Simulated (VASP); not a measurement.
Input of a VASP 6.6.1 run:

POSCAR

```
Pt
1.0
    4.3772417017      0.0000000000      0.0000000000
   -2.1886208509      3.7908025122      0.0000000000
    0.0000000000      0.0000000000      2.6076551695
Pt
3
Direct
    0.0000000000      1.0000000000      0.0000000000
    0.3333333333      0.6666666667      0.5000000000
    0.6666666667      0.3333333333      0.5000000000
```

File INCAR.step1:

```
SYSTEM = Pt
PREC = Accurate
ENCUT = 520
ISMEAR = -1
SIGMA = 0.05
LREAL = .False.
LASPH = .True.
NELM = 150
ISPIN = 2
MAGMOM = -0.252 -0.198 -0.198
LMAXMIX = 4
NBANDS = 26
GGA = PE
ALGO = Normal
EDIFF = 1E-4
LWAVE = .True.
LCHARG = .False.
```

INCAR.step2

```
SYSTEM = Pt
PREC = Accurate
ENCUT = 520
EDIFF = 1E-6
ISMEAR = -1
SIGMA = 0.05
LREAL = .False.
LASPH = .True.
NELM = 150
ALGO = Normal
ISIF = 2
LWAVE = .False.
LCHARG = .False.
ISPIN = 2
MAGMOM = -0.252 -0.198 -0.198
LORBIT = 11
LMAXMIX = 4
METAGGA = R2SCAN
LMIXTAU = .True.
NBANDS = 26
ISTART = 1
```

KPOINTS

```
Automatic mesh
0
Gamma
  11 11 15
  0 0 0
```

Potentials or basis: VASP PAW PBE potentials, release 64 (Pt).

Run with:

```sh
$ cat potpaw_PBE.64/Pt/POTCAR > POTCAR
$ cp INCAR.step1 INCAR
$ mpirun -np 1 vasp_std > vasp.out
$ cp INCAR.step2 INCAR
$ mpirun -np 1 vasp_std > vasp.out
```

Question: Estimate the pressure.

Answer: 27.6 GPa.

Question: What does it give for the net moment?

Answer: -0.01 μB per cell.

Stress tensor (GPa, compression positive):
```
27.68  0.00  0.00
 0.00 27.68  0.00
 0.00  0.00 27.32
```

Caveat: the cell stands under pressure; the PAW data sets were made with another functional, which shifts forces and pressure a little.
